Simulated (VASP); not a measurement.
Set up this calculation in VASP 6.6.1, as the native input.

```yaml
Task: single point
Functional: PBEsol
Potentials_or_basis: VASP PAW PBE potentials, release 64 (S, Mg)
Cutoff: 520 eV
k_mesh: 5 × 5 × 5
Occupations: fermi-dirac, width 0.03 eV
Spin: no spin polarisation
Dipole_correction: no
Further_INCAR_settings: ALGO = Normal; EDIFF = 1e-07; NBANDS = 11
```

The structure of MgS lies in POSCAR:

```
MgS
1.0
    0.0000000000      2.8331200468      2.8331200468
    2.8331200468      0.0000000000      2.8331200468
    2.8331200468      2.8331200468      0.0000000000
S Mg
1 1
Direct
    0.2500000000      0.2500000000      0.2500000000
    0.0000000000      0.0000000000      0.0000000000
```

The input as run:

INCAR

```
SYSTEM = MgS
ALGO = Normal
EDIFF = 1E-7
ENCUT = 520
GGA = PS
ISIF = 2
ISMEAR = -1
LASPH = .True.
LCHARG = .False.
LREAL = .False.
LWAVE = .False.
NBANDS = 11
NELM = 80
PREC = Accurate
SIGMA = 0.03
```

KPOINTS

```
k-points
0
Gamma
  5 5 5
  0 0 0
```

Potentials or basis: VASP PAW PBE potentials, release 64 (S, Mg).

Launch:

```console
$ cat potpaw_PBE.64/S/POTCAR potpaw_PBE.64/Mg/POTCAR > POTCAR
$ mpirun -np 1 vasp_std > vasp.out
```

It gave:

```
Pressure               : -0.5 GPa
Band gap on the k mesh : 3.28 eV, direct
```

Caveat: the PAW data sets were made with another functional, which shifts forces and pressure a little.

It took 7.8 s on 1 thread of Intel(R) Xeon(R) Platinum 8259CL CPU @ 2.50GHz (Skylake/Cascade Lake), with other jobs on the host, peak memory 0.16 GiB.
